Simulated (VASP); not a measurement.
A run of VASP 6.6.1:

The input INCAR:

```
SYSTEM = Mg
PREC     = Accurate       ! precision mode
ENCUT    = 520            ! plane-wave cutoff, eV
EDIFF    = 1E-7           ! SCF threshold, eV
ISMEAR   = 0              ! smearing method
SIGMA    = 0.15           ! smearing width, eV
LREAL    = .False.        ! projectors in reciprocal space
LASPH    = .True.         ! aspherical terms in the spheres
NELM     = 100            ! most SCF steps
ALGO     = Normal         ! electronic algorithm
ISIF     = 2              ! what is computed and relaxed
LWAVE    = .False.        ! write WAVECAR
LCHARG   = .False.        ! write CHGCAR
GGA      = PS             ! functional
NBANDS   = 9              ! bands
```

KPOINTS

```
Automatic mesh
0
Gamma
  18 18 10
  0 0 0
```

The input POSCAR:

```
Mg
1.0
    3.4570829597      0.0000000000      0.0000000000
   -1.7285414798      2.9939216661      0.0000000000
    0.0000000000      0.0000000000      4.4901262794
Mg
2
Direct
    0.3333333333      0.6666666667      0.2500000000
    0.6666666667      0.3333333333      0.7500000000
```

Potentials or basis: VASP PAW PBE potentials, release 64 (Mg).

Command:

```console
$ cat potpaw_PBE.64/Mg/POTCAR > POTCAR
$ mpirun -np 1 vasp_std > vasp.out
```

Hardware: 1 thread of Intel Xeon 6975P-C, on a shared host.

**Question.** How long does it take, and how much memory?

**Answer.** It took 38 s on 1 thread of Intel Xeon 6975P-C, on a shared host, peak memory 0.23 GiB. Counts: scf iterations 11, k points 222.
